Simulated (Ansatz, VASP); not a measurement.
# Ce in VASP and in Ansatz

INCAR

```
SYSTEM = Ce
PREC = Accurate ; ENCUT = 520
EDIFF = 1E-6 ; ISMEAR = -1
SIGMA = 0.1 ; LREAL = .FALSE.
LASPH = .TRUE. ; NELM = 80
ALGO = Normal ; ISIF = 2
LWAVE = .FALSE. ; LCHARG = .FALSE.
NBANDS = 12
```

The input KPOINTS:

```
regular mesh
0
G
  16 16 16
  0 0 0
```

File POSCAR:

```
Ce
1.0
    0.0000000000      2.2947349466      2.2947349466
    2.2947349466      0.0000000000      2.2947349466
    2.2947349466      2.2947349466      0.0000000000
Ce
1
Direct
    0.0000000000      0.0000000000      0.0000000000
```

Input for Ansatz:

```yaml
crystal:
  lattice:
    - [0.0, 2.2947349466, 2.2947349466]
    - [2.2947349466, 0.0, 2.2947349466]
    - [2.2947349466, 2.2947349466, 0.0]
  atoms:
    - { symbol: Ce, position: [0.0, 0.0, 0.0] }
hamiltonian:
  xc: lda
  pseudopotentials:
    kind: paw
    azcp:
      Ce: "pseudopotentials/Ce.paw.azcp"
basis:
  ecutwfc: 420
  fft_grid_basis: typed
kpoints:
  mp_grid: { grid: [16, 16, 16], shift: [0, 0, 0] }
magnetization:
  spin_polarized: false
scf:
  occupations: { method: fermi_dirac, width: 0.1 }
output:
  stress: true
```

Alike in both runs: task single point; functional LDA; k mesh 16 × 16 × 16; occupations fermi-dirac, width 0.1 eV; no spin polarisation.

|  | VASP | Ansatz |
| --- | --- | --- |
| version | VASP 6.6.1 | Ansatz 0.2.0 |
| potentials or method | VASP PAW LDA potentials, release 64 (Ce), cutoff 520 eV | plane waves (420 eV) with PAW, scalar-relativistic |
| valence electrons in the cell | 12 | 12 |

```csv
,VASP,Ansatz,Ansatz less VASP
pressure (GPa),-2.5,-2.0,+0.42
```

Ansatz warns that its potentials were made for another functional, while VASP's fit it. LDA's correlation is that of Perdew and Zunger in VASP and of Perdew and Wang (1992) in Ansatz.

Spin-orbit coupling is off throughout.
